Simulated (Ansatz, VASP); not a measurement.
Si in VASP and in Ansatz

The input INCAR:

```
SYSTEM = Si
PREC = Accurate
ENCUT = 520
EDIFF = 1E-6
ISMEAR = 0
SIGMA = 0.1
LREAL = Auto
LASPH = .TRUE.
NELM = 80
ALGO = Fast
ISIF = 2
LWAVE = .FALSE.
LCHARG = .FALSE.
LDIPOL = .TRUE.
IDIPOL = 3
DIPOL = 0.5 0.5 0.390
GGA = PE
NBANDS = 66
```

Contents of KPOINTS:

```
Automatic mesh
0
G
  6 6 1
  0 0 0
```

The input POSCAR:

```
Si
1.0
    7.7354122101      0.0000000000      0.0000000000
   -3.8677061051      6.6990634827      0.0000000000
    0.0000000000      0.0000000000     30.4455602267
Si
24
Direct
    0.1670893836      0.3302290216      0.2908655313
    0.6631396380      0.3329106164      0.2908655313
    0.1697709784      0.8368603620      0.2908655313
    0.6666666667      0.8333333333      0.2544418137
    0.0000000000      0.5000000000      0.3099619254
    0.5135549254      0.5285291065      0.2957862973
   -0.0285291065     -0.0149741812      0.2957862973
    0.5149741812     -0.0135549254      0.2957862973
    0.0000000000      0.5000000000      0.3886552992
    0.5071277594      0.5107585607      0.3745741355
   -0.0107585607     -0.0036308013      0.3745741355
    0.5036308013     -0.0071277594      0.3745741355
    0.8289833471      0.6723171580      0.4088789704
    0.3433338110      0.6710166529      0.4088789704
    0.8276828420      0.1566661890      0.4088789704
    0.3333333333      0.1666666667      0.3888366658
    0.8101274385      0.6534953148      0.4926535716
    0.3433678763      0.6898725615      0.4926535716
    0.8465046852      0.1566321237      0.4926535716
    0.3333333333      0.1666666667      0.4644357466
    0.6666666667      0.8333333333      0.4542380007
    0.1521339259      0.8481047877      0.5027084672
    0.6518952123      0.3040291383      0.5027084672
    0.1959708617      0.3478660741      0.5027084672
```

Input for Ansatz:

```yaml
crystal:
  lattice:
    - [7.7354122101, 0.0, 0.0]
    - [-3.8677061051, 6.6990634827, 0.0]
    - [0.0, 0.0, 30.4455602267]
  atoms:
    - { symbol: Si, position: [0.1670893836, 0.3302290216, 0.2908655313] }
    - { symbol: Si, position: [0.663139638, 0.3329106164, 0.2908655313] }
    - { symbol: Si, position: [0.1697709784, 0.836860362, 0.2908655313] }
    - { symbol: Si, position: [0.6666666667, 0.8333333333, 0.2544418137] }
    - { symbol: Si, position: [0.0, 0.5, 0.3099619254] }
    - { symbol: Si, position: [0.5135549254, 0.5285291065, 0.2957862973] }
    - { symbol: Si, position: [-0.0285291065, -0.0149741812, 0.2957862973] }
    - { symbol: Si, position: [0.5149741812, -0.0135549254, 0.2957862973] }
    - { symbol: Si, position: [0.0, 0.5, 0.3886552992] }
    - { symbol: Si, position: [0.5071277594, 0.5107585607, 0.3745741355] }
    - { symbol: Si, position: [-0.0107585607, -0.0036308013, 0.3745741355] }
    - { symbol: Si, position: [0.5036308013, -0.0071277594, 0.3745741355] }
    - { symbol: Si, position: [0.8289833471, 0.672317158, 0.4088789704] }
    - { symbol: Si, position: [0.343333811, 0.6710166529, 0.4088789704] }
    - { symbol: Si, position: [0.827682842, 0.156666189, 0.4088789704] }
    - { symbol: Si, position: [0.3333333333, 0.1666666667, 0.3888366658] }
    - { symbol: Si, position: [0.8101274385, 0.6534953148, 0.4926535716] }
    - { symbol: Si, position: [0.3433678763, 0.6898725615, 0.4926535716] }
    - { symbol: Si, position: [0.8465046852, 0.1566321237, 0.4926535716] }
    - { symbol: Si, position: [0.3333333333, 0.1666666667, 0.4644357466] }
    - { symbol: Si, position: [0.6666666667, 0.8333333333, 0.4542380007] }
    - { symbol: Si, position: [0.1521339259, 0.8481047877, 0.5027084672] }
    - { symbol: Si, position: [0.6518952123, 0.3040291383, 0.5027084672] }
    - { symbol: Si, position: [0.1959708617, 0.3478660741, 0.5027084672] }
basis:
  ecutwfc: 420
kpoints:
  mp_grid: { grid: [6, 6, 1] }
hamiltonian:
  xc: pbe
scf:
  occupations: { method: gaussian, width: 0.1 }
output:
  forces: true
  stress: true
  eigenvalues: true
  write_density: true
  write_potential: true
  elf: true
  volumetric_format: npy
efield:
  axis: 3
  dipole_correction: true
  ramp_width: 0.04
```

Alike in both runs: task single point; functional PBE; k mesh 6 × 6 × 1; occupations gaussian, width 0.1 eV; no spin polarisation.

|  | VASP | Ansatz |
| --- | --- | --- |
| version | VASP 6.6.1 | Ansatz 0.2.0 |
| potentials or method | VASP PAW PBE potentials, release 64 (Si), cutoff 520 eV | scalar-relativistic, plane waves, PAW |
| valence electrons in the cell | 96 | 96 |

Ansatz gave:

```
gap on the k mesh at the Fermi level (eV) : none
rms of the force components (eV/Å)        : 0.383
```

Question: What did VASP give for the same quantities?

Answer: gap on the k mesh at the Fermi level (eV): none; rms of the force components (eV/Å): 0.384.

Atom by atom the forces differ by 0.003 eV/Å (rms over components). A gap of «none» marks a metal or a gap that the smearing closes. The functional is the same, so the differences come from potentials, cutoffs and numerics. Ansatz's warnings: xc potential rough in thin density.
